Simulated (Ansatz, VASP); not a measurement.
Hg in VASP and in Ansatz

```
Hg
1.0
     3.17324    0.00000    0.00000
    -1.58662    2.74811    0.00000
     0.00000    0.00000    5.29424
Hg
2
Cartesian
  1.5866 0.9160 3.9707
  0.0000 1.8321 1.3236
```

Alike in both runs: task single point; functional PBEsol; dispersion D3(BJ); k mesh 18 × 18 × 10; occupations gaussian, width 0.15 eV; no spin polarisation.

|  | VASP | Ansatz |
| --- | --- | --- |
| version | VASP 6.6.1 | Ansatz 0.2.0 |
| potentials or method | VASP PAW PBE potentials, release 64 (Hg), cutoff 520 eV | scalar-relativistic, plane waves, PAW |
| valence electrons in the cell | 24 | 40 |

|  | VASP | Ansatz | Ansatz less VASP |
| --- | --- | --- | --- |
| gap on the k mesh at the Fermi level (eV) | none | none | - |
| pressure (GPa) | -1.9 | -2.3 | -0.41 |
| traceless stress, the component that is largest in VASP (GPa) | -0.16 | -0.12 | +0.034 |

VASP's potentials were made for PBE, not for PBEsol. A gap of «none» marks a metal or a gap that the smearing closes. VASP's potentials hold 24 valence electrons a cell and Ansatz's 40, so a difference there can come from the potentials and not from the codes.

Neither program's run includes spin-orbit coupling.
